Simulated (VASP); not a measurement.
HfZrSe4, 6 atoms in the cell. The structure is trigonal, space group P-3m1 (No. 164). The conventional cell has a = 3.659 Å, b = 3.659 Å, c = 13.850 Å, α = 90.00°, β = 90.00°, γ = 120.00°. Within 3.6 Å of Zr (site symmetry -3m) lie 6 Se at 2.70 Å. Hf (site symmetry -3m) has 6 Se at 2.76 Å within 3.6 Å. Within 3.6 Å of Se (site symmetry 3m) lie 3 Zr at 2.70 Å. Se (site symmetry 3m) has 3 Hf at 2.76 Å within 3.6 Å. 

- Program: VASP 6.6.1
- Task: single point
- Functional: PBE
- Potentials or basis: VASP PAW PBE potentials, release 64 (Zr_sv, Hf_pv, Se)
- Cutoff: 520 eV
- k mesh: 6 × 6 × 2
- Occupations: gaussian, width 0.1 eV
- Spin: no spin polarisation
- Dipole correction: no
- Further INCAR settings: ALGO = Normal; EDIFF = 1e-06; NBANDS = 32

Potentials or basis: VASP PAW PBE potentials, release 64 (Zr_sv, Hf_pv, Se).

Launch:

```bash
$ cat potpaw_PBE.64/Zr_sv/POTCAR potpaw_PBE.64/Hf_pv/POTCAR potpaw_PBE.64/Se/POTCAR > POTCAR
$ mpirun -np 1 vasp_std > vasp.out
```

Hardware: 1 thread of Intel(R) Xeon(R) 6975P-C (Granite Rapids) (shared host).

Task: Estimate the wall time of this run.

Result: Wall time 43 s on 1 thread of Intel(R) Xeon(R) 6975P-C (Granite Rapids) (shared host), peak memory 0.31 GiB. Counts: scf iterations 16, k points 14.
